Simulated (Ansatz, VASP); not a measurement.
# Ni in VASP and in Ansatz

File POSCAR:

```
Ni
1.0
    0.0000000000      1.7619350000      1.7619350000
    1.7619350000      0.0000000000      1.7619350000
    1.7619350000      1.7619350000      0.0000000000
Ni
1
Direct
    0.0000000000      0.0000000000      0.0000000000
```

Contents of INCAR.step1:

```
SYSTEM = Ni
PREC = Accurate
ENCUT = 600
ISMEAR = 0
SIGMA = 0.05
LREAL = .False.
LASPH = .True.
NELM = 150
ISPIN = 2
MAGMOM = 0.7
LMAXMIX = 4
GGA = PE
ALGO = Normal
EDIFF = 1E-4
LWAVE = .True.
LCHARG = .False.
```

The input INCAR.step2:

```
SYSTEM = Ni
PREC = Accurate
ENCUT = 600
EDIFF = 1E-6
ISMEAR = 0
SIGMA = 0.05
LREAL = .False.
LASPH = .True.
NELM = 150
ALGO = Normal
ISIF = 3
LWAVE = .False.
LCHARG = .False.
ISPIN = 2
MAGMOM = 0.7
LORBIT = 11
LMAXMIX = 4
METAGGA = R2SCAN
LMIXTAU = .True.
IBRION = 2
NSW = 80
EDIFFG = -0.01
ISTART = 1
```

File KPOINTS:

```
regular mesh
0
Gamma
  16 16 16
  0 0 0
```

Input for Ansatz:

```yaml
crystal:
  lattice:
    - [0.0, 1.761935, 1.761935]
    - [1.761935, 0.0, 1.761935]
    - [1.761935, 1.761935, 0.0]
  atoms:
    - { symbol: Ni, position: [0.0, 0.0, 0.0], spin: 0.7 }
magnetization:
  spin_polarized: true
scf:
  occupations: { method: gaussian, width: 0.05 }
output:
  forces: true
  stress: true
  eigenvalues: true
  populations: true
  write_density: true
  write_potential: true
  elf: true
  volumetric_format: npy
kpoints:
  mp_grid: { grid: [16, 16, 16] }
hamiltonian:
  xc: r2scan
relax:
  f_tol: 0.01
  adjacent_minimum: "off"
  cell: { stress_tol: 0.05 }
```

Alike in both runs: task relaxation of cell and atoms; functional r2SCAN; k mesh 16 × 16 × 16; occupations gaussian, width 0.05 eV; collinear spin.

|  | VASP | Ansatz |
| --- | --- | --- |
| version | VASP 6.6.1 | Ansatz 0.2.0 |
| potentials or method | VASP PAW PBE potentials, release 64 (Ni) | scalar-relativistic, plane waves, PAW |
| plane-wave cutoff (eV) | 600 | 500 |
| valence electrons in the cell | 10 | 18 |

```csv
,VASP,Ansatz,Ansatz less VASP
"gap on the k mesh at the Fermi level, each at its own relaxed structure (eV)",none,none,-
net moment per atom (μB),0.75,0.77,+0.025
size of the moment on the site where the two differ most (μB),0.77,0.84,+0.071
relaxed volume (Å³/atom),10.54,10.53,-0.006
relaxed cell length with the largest relative difference (Å),2.461,2.461,-0.0005
```

VASP's potentials were made for PBE, not for r2SCAN. Site moments also hang on the region over which each program counts them. A gap of «none» marks a metal or a gap that the smearing closes. VASP's potentials hold 10 valence electrons a cell and Ansatz's 18, so a difference there can come from the potentials and not from the codes.
